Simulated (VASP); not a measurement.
Al2BN3:

```
Al B N
1.0
     3.30681    0.00000    0.00000
     0.00000    3.30681    0.00000
     0.00000    0.00000    5.50067
Al B N
2 1 3
Direct
  0.50000 0.00000 0.26714
  0.00000 0.50000 0.73286
  0.50000 0.50000 0.00000
  0.00000 0.00000 0.00000
  0.50000 0.00000 0.67563
  0.00000 0.50000 0.32437
```

- Program: VASP 6.6.1
- Task: relaxation of cell and atoms
- Functional: PBE
- Potentials or basis: VASP PAW PBE potentials, release 64 (Al, B, N)
- Cutoff: 600 eV
- k mesh: 6 × 6 × 4
- Occupations: gaussian, width 0.1 eV
- Spin: no spin polarisation

At the start: pressure -16.1 GPa; volume 10.02 Å³/atom.

Q: Where does the relaxation end?

A: Over 26 steps the energy falls by 1203.6 meV/atom and the volume is 9.10 Å³/atom (-9.3 %); space group P-4m2 (No. 115, to 0.05 Å).

The path:
```csv
step,energy change (eV),largest force (eV/Å),pressure (GPa),volume (Å³)
1,0.0000,2.3846,-16.09,60.15
2,-2.3176,2.3644,-5.08,51.69
3,15.2055,33.5278,369.55,30.57
4,-2.7146,2.0621,0.27,49.89
5,-3.1182,3.0947,30.02,44.17
6,-3.1703,1.8855,18.32,45.92
7,-4.2398,2.6782,23.42,44.64
8,-4.5377,4.0205,68.93,41.22
9,-4.8693,3.5640,45.32,42.59
10,-6.3837,1.4386,21.16,46.56
11,-6.8688,1.0915,10.79,49.72
12,-6.8919,0.5698,-1.52,55.98
13,-7.0063,0.9414,3.82,52.85
14,-7.0658,0.8166,-1.15,53.75
15,-7.0808,0.7013,-4.86,54.49
16,-7.1291,0.5034,-3.50,54.19
17,-7.1779,0.5652,0.44,53.46
18,-7.1785,0.5625,-0.05,53.54
19,-7.1984,0.3340,1.39,53.46
20,-7.2072,0.0489,3.23,53.36
21,-7.2171,0.1488,-0.12,54.33
22,-7.2171,0.1431,0.02,54.28
23,-7.2195,0.0983,-0.11,54.43
24,-7.2210,0.0445,-0.24,54.61
25,-7.2212,0.0463,-0.30,54.69
26,-7.2213,0.0202,0.36,54.58
```

Final structure:
```cif
data_structure
_symmetry_space_group_name_H-M 'P 1'
_symmetry_Int_Tables_number 1
_cell_length_a 2.6433
_cell_length_b 2.6433
_cell_length_c 7.8117
_cell_angle_alpha 90.000
_cell_angle_beta 90.000
_cell_angle_gamma 90.000
_cell_volume 54.58
loop_
_atom_site_label
_atom_site_type_symbol
_atom_site_fract_x
_atom_site_fract_y
_atom_site_fract_z
_atom_site_occupancy
Al1 Al 0.50000 0.00000 0.36418 1
Al2 Al 0.00000 0.50000 0.63582 1
B1 B 0.50000 0.50000 0.00000 1
N1 N 0.00000 0.00000 0.00000 1
N2 N 0.50000 0.00000 0.63855 1
N3 N 0.00000 0.50000 0.36145 1
```
